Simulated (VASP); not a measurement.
## GaB: single point with HSE06

The system is GaB.

```xyz
2
Lattice="2.7362 0.0000 0.0000 0.0000 2.7362 0.0000 0.0000 0.0000 3.2576" Properties=species:S:1:pos:R:3 pbc="T T T"
Ga    1.3681    1.3681    1.6288
B     0.0000    0.0000    0.0000
```

```yaml
Program: VASP 6.6.1
Task: single point
Functional: HSE06
Potentials_or_basis: VASP PAW PBE potentials, release 64 (Ga_d, B)
Cutoff: 520 eV
k_mesh: 5 × 5 × 4
Occupations: fermi-dirac, width 0.05 eV
Spin: no spin polarisation
Dipole_correction: no
Grid_for_exact_exchange_PRECFOCK: Normal
Further_INCAR_settings: ALGO = Normal; EDIFF = 1e-07; NBANDS = 15
Screening_parameter: 0.2079 1/Å
```

- Pressure: -5.8 GPa
- Band gap on the k mesh: zero (band 8 reaches 11.77 eV, above the bottom of band 9 at 3.99 eV)

Stress tensor (GPa, compression positive):
```
-5.08  0.00  0.00
 0.00 -5.08  0.00
 0.00  0.00 -7.24
```

Levels at points of the mesh, in eV from the Fermi level:
```
           k point  band 4  band 5  band 6  band 7  band 8  band 9  band 10  band 11  band 12  band 13
(0.00, 0.00, 0.00)  -17.88  -17.82  -14.95   -2.06    2.11    3.12     3.12     9.63     9.91    14.33
(0.00, 0.00, 0.50)  -17.92  -17.82  -11.23  -11.15    5.03    5.03     8.95    10.29    10.29    10.63
```

Run time: 4.9 min on 1 thread of AMD EPYC 9R45 (Zen 5) (shared host), peak memory 0.2 GiB.

Caveat: the k points lie up to 0.48 Å⁻¹ apart; the PAW data sets were made with another functional, which shifts forces and pressure a little.
